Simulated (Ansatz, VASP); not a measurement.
**AlGa3N2: VASP beside Ansatz**

File INCAR:

```
SYSTEM = AlGa3N2
  ALGO = Normal
  EDIFF = 1E-6
  ENCUT = 520
  GGA = PE
  ISIF = 2
  ISMEAR = 0
  ISPIN = 2
  LASPH = .True.
  LCHARG = .False.
  LORBIT = 11
  LREAL = .False.
  LWAVE = .False.
  MAGMOM = 0 0 0 0 1 1
  NBANDS = 39
  NELM = 150
  PREC = Accurate
  SIGMA = 0.1
```

File KPOINTS:

```
k-points
0
Gamma
  6 6 2
  0 0 0
```

POSCAR

```
AlGa3N2
1.0
    2.8991741262      0.0000000000      0.0000000000
    0.0000000000      2.8991741262      0.0000000000
    0.0000000000      0.0000000000     10.0611788085
Al Ga N
1 3 2
Direct
    0.5000000000      0.5000000000      0.5000000000
    0.0000000000      0.0000000000      0.0000000000
    0.0000000000      0.0000000000      0.7449933371
    0.0000000000      0.0000000000      0.2550066629
    0.5000000000      0.5000000000      0.6882550451
    0.5000000000      0.5000000000      0.3117449549
```

Input for Ansatz:

```yaml
crystal:
  lattice:
    - [2.8991741262, 0.0, 0.0]
    - [0.0, 2.8991741262, 0.0]
    - [0.0, 0.0, 10.0611788085]
  atoms:
    - { symbol: Al, position: [0.5, 0.5, 0.5] }
    - { symbol: Ga, position: [0.0, 0.0, 0.0] }
    - { symbol: Ga, position: [0.0, 0.0, 0.7449933371] }
    - { symbol: Ga, position: [0.0, 0.0, 0.2550066629] }
    - { symbol: "N", position: [0.5, 0.5, 0.6882550451], spin: 1.0 }
    - { symbol: "N", position: [0.5, 0.5, 0.3117449549], spin: 1.0 }
basis:
  ecutwfc: 420
kpoints:
  mp_grid: { grid: [6, 6, 2] }
hamiltonian:
  xc: pbe
scf:
  occupations: { method: gaussian, width: 0.1 }
  lower_state_search: "off"
output:
  forces: true
  stress: true
  eigenvalues: true
  populations: true
magnetization:
  spin_polarized: true
```

Change from the starting cell: species swapped into the MgSc3Ru2 type (P4/mmm, No. 123).

Alike in both runs: task single point; functional PBE; k mesh 6 × 6 × 2; occupations gaussian, width 0.1 eV; collinear spin.

|  | VASP | Ansatz |
| --- | --- | --- |
| version | VASP 6.6.1 | Ansatz 0.2.0 |
| potentials or method | VASP PAW PBE potentials, release 64 (Al, Ga_d, N), cutoff 520 eV | scalar-relativistic, plane waves, PAW |
| valence electrons in the cell | 52 | 52 |

Ansatz gave:

| Property | Result |
| --- | --- |
| gap on the k mesh at the Fermi level (eV) | none |
| pressure (GPa) | -0.2 |
| traceless stress, the component that is largest in VASP (GPa) | 0.04 |
| rms of the force components (eV/Å) | 0.002 |
| net moment per atom (μB) | 0.00 |

Task: What did VASP give for the same quantities?

Result: gap on the k mesh at the Fermi level (eV): none; pressure (GPa): 0.0; traceless stress, the component that is largest in VASP (GPa): -0.09; rms of the force components (eV/Å): 0.007; net moment per atom (μB): 0.00.

Atom by atom the forces differ by 0.010 eV/Å (rms over components). A gap of «none» marks a metal or a gap that the smearing closes. Ansatz's warnings: seeded moment not kept.

The k mesh is coarse, so the values compare programs but aren't converged.
